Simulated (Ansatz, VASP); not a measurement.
**Al2Cu: VASP beside Ansatz**

```
Al Cu
1.0
    -3.08640    3.08640    2.41381
     3.08640   -3.08640    2.41381
     3.08640    3.08640   -2.41381
Al Cu
4 2
Direct
  0.15932 0.65932 0.81864
  0.65932 0.84068 0.50000
  0.84068 0.34068 0.18136
  0.34068 0.15932 0.50000
  0.75000 0.75000 0.00000
  0.25000 0.25000 0.00000
```

Alike in both runs: task single point; functional PBEsol; k mesh 10 × 10 × 10; occupations gaussian, width 0.15 eV; no spin polarisation.

|  | VASP | Ansatz |
| --- | --- | --- |
| version | VASP 6.6.1 | Ansatz 0.2.0 |
| potentials or method | VASP PAW PBE potentials, release 64 (Al, Cu), cutoff 520 eV | scalar-relativistic, plane waves, PAW |
| valence electrons in the cell | 34 | 50 |

|  | VASP | Ansatz | Ansatz less VASP |
| --- | --- | --- | --- |
| gap on the k mesh at the Fermi level (eV) | none | none | - |
| pressure (GPa) | -5.3 | -5.6 | -0.27 |
| traceless stress, the component that is largest in VASP (GPa) | 2.42 | 2.39 | -0.025 |
| rms of the force components (eV/Å) | 0.017 | 0.016 | -0.0015 |

VASP's potentials were made for PBE, not for PBEsol, and Ansatz warns of the same on its side. Atom by atom the forces differ by 0.002 eV/Å (rms over components). A gap of «none» marks a metal or a gap that the smearing closes. The functional is the same, so the differences come from potentials, cutoffs and numerics. VASP's potentials hold 34 valence electrons a cell and Ansatz's 50, so a difference there can come from the potentials and not from the codes.
